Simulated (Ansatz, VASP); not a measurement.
Two plane-wave programs on B3Ir

```
B Ir
1.0
     3.23931    0.00000    0.00000
     0.00000    3.23931    0.00000
     0.00000    0.00000    3.23931
B Ir
3 1
Direct
  0.00000 0.50000 0.50000
  0.50000 0.00000 0.50000
  0.50000 0.50000 0.00000
  0.00000 0.00000 0.00000
```

Change from the starting cell: species swapped into the Cu3Pd type (P4/mmm, No. 123).

Alike in both runs: task relaxation of cell and atoms; functional PBE; k mesh 14 × 14 × 14; occupations gaussian, width 0.1 eV; no spin polarisation.

|  | VASP | Ansatz |
| --- | --- | --- |
| version | VASP 6.6.1 | Ansatz 0.2.0 |
| potentials or method | VASP PAW PBE potentials, release 64 (B, Ir), cutoff 600 eV | scalar-relativistic, plane waves, PAW |
| valence electrons in the cell | 18 | 26 |

```csv
,VASP,Ansatz,Ansatz less VASP
"gap on the k mesh at the Fermi level, each at its own relaxed structure (eV)",none,none,-
relaxed volume (Å³/atom),8.50,8.47,-0.029
relaxed cell length with the largest relative difference (Å),3.239,3.236,-0.0036
```

A gap of «none» marks a metal or a gap that the smearing closes. VASP's potentials hold 18 valence electrons a cell and Ansatz's 26, so a difference there can come from the potentials and not from the codes.

Spin-orbit coupling is off throughout. Noted on VASP's run: the relaxation stopped at its first step, so nothing moved.
